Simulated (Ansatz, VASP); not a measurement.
Two plane-wave programs on Ta2AlF3

```
Ta Al F
1.0
     3.06593    0.00000    0.00000
     0.00000    3.06593    0.00000
     0.00000    0.00000   10.24882
Ta Al F
2 1 3
Direct
  0.50000 0.50000 0.84736
  0.50000 0.50000 0.15264
  0.50000 0.50000 0.50000
  0.00000 0.00000 0.00000
  0.00000 0.00000 0.71455
  0.00000 0.00000 0.28545
```

Change from the starting cell: species swapped into the MgSc3Ru2 type (P4/mmm, No. 123).

Alike in both runs: task single point; functional PBE; k mesh 6 × 6 × 2; occupations gaussian, width 0.1 eV; no spin polarisation.

|  | VASP | Ansatz |
| --- | --- | --- |
| version | VASP 6.6.1 | Ansatz 0.2.0 |
| potentials or method | VASP PAW PBE potentials, release 64 (Ta_pv, Al, F), cutoff 520 eV | scalar-relativistic, plane waves, PAW |
| valence electrons in the cell | 46 | 50 |

Ansatz gave:

```
gap on the k mesh at the Fermi level (eV)                     : none
pressure (GPa)                                                : -9.3
traceless stress, the component that is largest in VASP (GPa) : 1.63
rms of the force components (eV/Å)                            : 0.303
```

Q: What did VASP give for the same quantities?

A: gap on the k mesh at the Fermi level (eV): none; pressure (GPa): -9.5; traceless stress, the component that is largest in VASP (GPa): 1.61; rms of the force components (eV/Å): 0.303.

Atom by atom the forces differ by 0.006 eV/Å (rms over components). A gap of «none» marks a metal or a gap that the smearing closes. With one functional, cell and mesh, what is left measures potentials, basis and numerics. VASP's potentials hold 46 valence electrons a cell and Ansatz's 50, so a difference there can come from the potentials and not from the codes.

Spin-orbit coupling is off throughout.
